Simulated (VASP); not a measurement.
# Pt (I4/mmm) in VASP: relaxation of cell and atoms with PBE

Aim: the relaxation of cell and atoms of Pt with PBE.

Everything below comes from runs of VASP 6.6.1. Logs are shortened: lines on timing, memory, paths and dates and some standing lists are left out, and cuts for length are marked.

### Step 1. The cell of the first run

Symmetry: I4/mmm, No. 139, tetragonal system. Conventional cell: a = 3.401 Å, b = 3.401 Å, c = 2.736 Å, α = 90.00°, β = 90.00°, γ = 90.00°. Within 3.6 Å of Pt (site symmetry 4/mmm) lie 14 Pt at 2.74 to 3.40 Å.

### Step 2. Relaxation of cell and atoms, PBE

The input, INCAR:

```
SYSTEM = Pt
  PREC = Accurate
  ENCUT = 600
  EDIFF = 1E-6
  ISMEAR = -1
  SIGMA = 0.15
  LREAL = .FALSE.
  LASPH = .TRUE.
  NELM = 100
  ALGO = Fast
  ISIF = 3
  LWAVE = .FALSE.
  LCHARG = .FALSE.
  GGA = PE
  IBRION = 2
  NSW = 80
  EDIFFG = -0.001
```

The input, KPOINTS:

```
regular mesh
0
G
  28 28 28
  0 0 0
```

The input, POSCAR:

```
Pt
1.0
   -1.7003472000      1.7003472000      1.3678842000
    1.7003472000     -1.7003472000      1.3678842000
    1.7003472000      1.7003472000     -1.3678842000
Pt
1
Direct
    0.5000000000      0.5000000000      0.0000000000
```

Potentials or basis: VASP PAW PBE potentials, release 64 (Pt).

On the command line:

```sh
> cat potpaw_PBE.64/Pt/POTCAR > POTCAR
> mpirun -np 1 vasp_std > vasp.out
```

OUTCAR:

```text
SYSTEM = Pt
   PREC = Accurate
   ENCUT = 600
   EDIFF = 1E-6
   ISMEAR = -1
   LREAL = .FALSE.
   LASPH = .TRUE.
   NELM = 100
   ISIF = 3
   GGA = PE
   IBRION = 2
   NSW = 80
   EDIFFG = -0.001

 ion  position               nearest neighbor table
   1  0.500  0.500  0.000-

  LATTYP: Found a body centered tetragonal cell.
 ALAT       =     3.4006944000
 C/A-ratio  =     0.8044734628

  Lattice vectors:

 A1 = (  -1.7003472000,   1.7003472000,   1.3678842000)
 A2 = (   1.7003472000,  -1.7003472000,   1.3678842000)
 A3 = (   1.7003472000,   1.7003472000,  -1.3678842000)

Analysis of symmetry for initial positions (statically):
=====================================================================
 Subroutine PRICEL returns:
 Original cell was already a primitive cell.

 Routine SETGRP: Setting up the symmetry group for a
 body centered tetragonal supercell.

 Subroutine GETGRP returns: Found 16 space group operations
 (whereof 16 operations were pure point group operations)
 out of a pool of 16 trial point group operations.

The static configuration has the point symmetry D_4h.

Analysis of symmetry for dynamics (positions and initial velocities):
=====================================================================
 Subroutine PRICEL returns:
 Original cell was already a primitive cell.

 Routine SETGRP: Setting up the symmetry group for a
 body centered tetragonal supercell.

 Subroutine GETGRP returns: Found 16 space group operations
 (whereof 16 operations were pure point group operations)
 out of a pool of 16 trial point group operations.

The dynamic configuration has the point symmetry D_4h.

 Subroutine INISYM returns: Found 16 space group operations
 (whereof 16 operations are pure point group operations),
 and found     1 'primitive' translations

----------------------------------------------------------------------------------------

                                     Primitive cell

  volume of cell :      15.8192

  direct lattice vectors                    reciprocal lattice vectors
    -1.700347200  1.700347200  1.367884200     0.000000000  0.294057590  0.365528018
     1.700347200 -1.700347200  1.367884200     0.294057590  0.000000000  0.365528018
     1.700347200  1.700347200 -1.367884200     0.294057590  0.294057590  0.000000000

  length of vectors
     2.766490265  2.766490265  2.766490265     0.469127486  0.469127486  0.415860232

[... 108 lines left out ...]
   LRPA    =     F    only Hartree local field effects (RPA)
 conjugate gradient relaxation of ions
 non-spin polarized calculation
 RMM-DIIS sequential band-by-band and
  energy-cutoff  :      600.00
  volume of cell :       15.82
 maximum number of plane-waves:       545
 NGX is ok and might be reduce to    24
   NGX = 11   NGY = 11   NGZ = 11

--------------------------------------- Ionic step        1  -------------------------------------------

 number of electron      10.0000001 magnetization

 Free energy of the ion-electron system (eV)
  ---------------------------------------------------
  ext. energy  EPLUGINS =         0.00000000
  ---------------------------------------------------
  free energy    TOTEN  =        -6.13438454 eV

  energy without entropy =       -6.05098010  energy(sigma->0) =       -6.09268232

------------------------ aborting loop because EDIFF is reached ----------------------------------------

  FORCE on cell =-STRESS in cart. coord.  units (eV):
  Direction    XX          YY          ZZ          XY          YZ          ZX
  --------------------------------------------------------------------------------------
  -------------------------------------------------------------------------------------
  Total        0.0164839      0.0164839      0.0509097      0.0000000      0.0000000      0.0000000
  in kB        1.6695025      1.6695025      5.1561606      0.0000000      0.0000000      0.0000000
  external PRESSURE =       2.8317219 kB  Pullay stress =       0.0000000 kB
[... 86 lines left out ...]
  FREE ENERGIE OF THE ION-ELECTRON SYSTEM (eV)
  ---------------------------------------------------
  free  energy   TOTEN  =        -6.1344094441 eV

  energy  without entropy=       -6.0507988707  energy(sigma->0) =       -6.09260416

[... ionic steps 4 to 44 ...]

--------------------------------------- Ionic step       45  -------------------------------------------

 number of electron      10.0000001 magnetization

------------------------ aborting loop because EDIFF is reached ----------------------------------------
[... 65 lines left out ...]
--------------------------------------- Ionic step       47  -------------------------------------------

 number of electron      10.0000001 magnetization

 Free energy of the ion-electron system (eV)
  ---------------------------------------------------
  ext. energy  EPLUGINS =         0.00000000
  ---------------------------------------------------
  free energy    TOTEN  =        -6.13441352 eV

  energy without entropy =       -6.05082053  energy(sigma->0) =       -6.09261702

 E-fermi :  10.3105     XC(G=0): -13.1835

 val. band max:       10.3095434509   @ k =   0.3929   0.1786   0.0357
 cond. band min:      10.3117650591   @ k =   0.4286   0.1429   0.0357
 fundamental gap:      0.0022216081
 Fermi energy:        10.3105011204

 k-point     1 :       0.0000    0.0000    0.0000
  band No.  band energies     occupation
      1       0.6715      2.00000
      2       5.6533      2.00000
      3       7.2719      2.00000
      4       7.6554      2.00000
      5       7.6554      2.00000
      6       9.9540      1.83009
      7      25.8792      0.00000
      8      25.8792      0.00000
      9      30.9877      0.00000
[... 265 lines left out ...]
 k-point    24 :       0.3214    0.0357    0.0000
  band No.  band energies     occupation
      1       3.7683      2.00000
      2       5.1451      2.00000
      3       7.8236      2.00000
      4       8.9725      1.99973
      5       9.5607      1.98660
      6       9.9045      1.87486
      7      22.0222      0.00000
      8      24.7806      0.00000
      9      26.8732      0.00000

 [... further k-points ...]

------------------------ aborting loop because EDIFF is reached ----------------------------------------

  FORCE on cell =-STRESS in cart. coord.  units (eV):
  Direction    XX          YY          ZZ          XY          YZ          ZX
  --------------------------------------------------------------------------------------
  -------------------------------------------------------------------------------------
  Total        0.0007624      0.0007624      0.0007923      0.0000000      0.0000000     -0.0000000
  in kB        0.0771298      0.0771298      0.0801598      0.0000000      0.0000000     -0.0000000
  external PRESSURE =       0.0781398 kB  Pullay stress =       0.0000000 kB
[... 16 lines left out ...]
  FREE ENERGIE OF THE ION-ELECTRON SYSTEM (eV)
  ---------------------------------------------------
  free  energy   TOTEN  =        -6.1344135171 eV

  energy  without entropy=       -6.0508205284  energy(sigma->0) =       -6.09261702

 reached required accuracy - stopping structural energy minimisation
```

OSZICAR:

```text
N       E                     dE             d eps       ncg     rms          rms(c)
DAV:   1     0.371970950209E+02    0.37197E+02   -0.60983E+03 30078   0.119E+03
DAV:   2    -0.612371049669E+01   -0.43321E+02   -0.41770E+02 30990   0.187E+02
DAV:   3    -0.653866011672E+01   -0.41495E+00   -0.41220E+00 34787   0.190E+01
[... 206 lines left out ...]
DAV:   1    -0.613441353241E+01    0.21989E-07   -0.10230E-08 14756   0.111E-03    0.462E-04
RMM:   2    -0.613441352364E+01    0.87672E-08    0.00000E+00   356   0.355E-04
  46 F= -.61344135E+01 E0= -.60926171E+01  d E =-.992313E-07
       N       E                     dE             d eps       ncg     rms          rms(c)
DAV:   1    -0.613441351947E+01    0.12939E-07   -0.13764E-09 14754   0.421E-04    0.159E-04
RMM:   2    -0.613441351713E+01    0.23472E-08    0.00000E+00   183   0.141E-04
  47 F= -.61344135E+01 E0= -.60926170E+01  d E =-.927121E-07
```

Run time: 38 min. Hardware: 1 thread of Intel Xeon 8259CL, shared host; peak memory 0.46 GiB.

Results:

```
Free energy                           : -6.1344 eV
Relaxed volume                        : 15.84 Å³/atom
Relaxed cell                          : a = 2.767 Å, b = 2.767 Å, c = 2.767 Å, α = 104.18°, β = 104.18°, γ = 120.67°
Space group after relaxing (to 0.1 Å) : I4/mmm (No. 139)
Energy gained by relaxing             : 0.0 meV/atom
Ionic steps                           : 47
Pressure after relaxing               : 0.0 GPa
Band gap on the k mesh                : zero (bands 5 and 6 overlap by 1.96 eV)
```

Final structure:
```yaml
crystal:
  lattice:
    - [-1.70026, 1.70026, 1.36951]
    - [1.70026, -1.70026, 1.36951]
    - [1.70026, 1.70026, -1.36951]
  atoms:
    - { symbol: Pt, position: [0.50000, 0.50000, 0.00000] }
```

Levels at points of the mesh, in eV from the Fermi level:
```
           k point  band 1  band 2  band 3  band 4  band 5  band 6  band 7  band 8  band 9
(0.00, 0.00, 0.00)   -9.64   -4.66   -3.04   -2.66   -2.66   -0.36   15.57   15.57   20.68
(0.50, 0.00, 0.00)   -6.63   -5.55   -1.51    0.37    0.57    0.81    7.06   12.53   14.09
(0.50, 0.50, 0.00)   -7.03   -3.43   -3.14   -1.46   -0.69    0.58    4.92   15.04   19.55
(0.50, 0.50, 0.50)   -6.52   -6.20    0.21    0.21    0.74    5.47    5.47   11.36   12.42
```

Caveat: spin-orbit coupling is left out, which moves the levels of the heavy elements.
